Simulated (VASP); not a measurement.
Input of a VASP 6.6.1 run:

The input INCAR:

```
SYSTEM = Cu
ALGO     = Normal         ! electronic algorithm
EDIFF    = 1E-6           ! SCF threshold, eV
EDIFFG   = -0.005         ! ionic threshold
ENCUT    = 600            ! plane-wave cutoff, eV
GGA      = PE             ! functional
IBRION   = 2              ! ionic algorithm
ISIF     = 3              ! what is computed and relaxed
ISMEAR   = -1             ! smearing method
LASPH    = .TRUE.         ! aspherical terms in the spheres
LCHARG   = .FALSE.        ! write CHGCAR
LREAL    = .FALSE.        ! projectors in reciprocal space
LWAVE    = .FALSE.        ! write WAVECAR
NELM     = 100            ! most SCF steps
NSW      = 60             ! ionic steps
PREC     = Accurate       ! precision mode
PSTRESS  = 1200.0       
SIGMA    = 0.05           ! smearing width, eV
```

KPOINTS

```
k-points
0
G
  21 21 21
  0 0 0
```

Contents of POSCAR:

```
Cu
1.0
   -1.2800148517      1.2800148517      1.2800148517
    1.2800148517     -1.2800148517      1.2800148517
    1.2800148517      1.2800148517     -1.2800148517
Cu
1
Direct
    0.0000000000      0.0000000000      0.0000000000
```

Potentials or basis: VASP PAW PBE potentials, release 64 (Cu).

Run with:

```sh
$ cat potpaw_PBE.64/Cu/POTCAR > POTCAR
$ mpirun -np 1 vasp_std > vasp.out
```

(1) What does it give for the relaxed cell?

(2) Predict the relaxed volume.

(3) What does it give for the space group after relaxing (to 0.05 Å)?

## Answers

(1) a = 2.220 Å, b = 2.220 Å, c = 2.220 Å, α = 109.47°, β = 109.47°, γ = 109.47°.

(2) 8.42 Å³/atom.

(3) Im-3m (No. 229).

Caveat: the cell is relaxed towards a set pressure, so the enthalpy falls and the energy may rise.
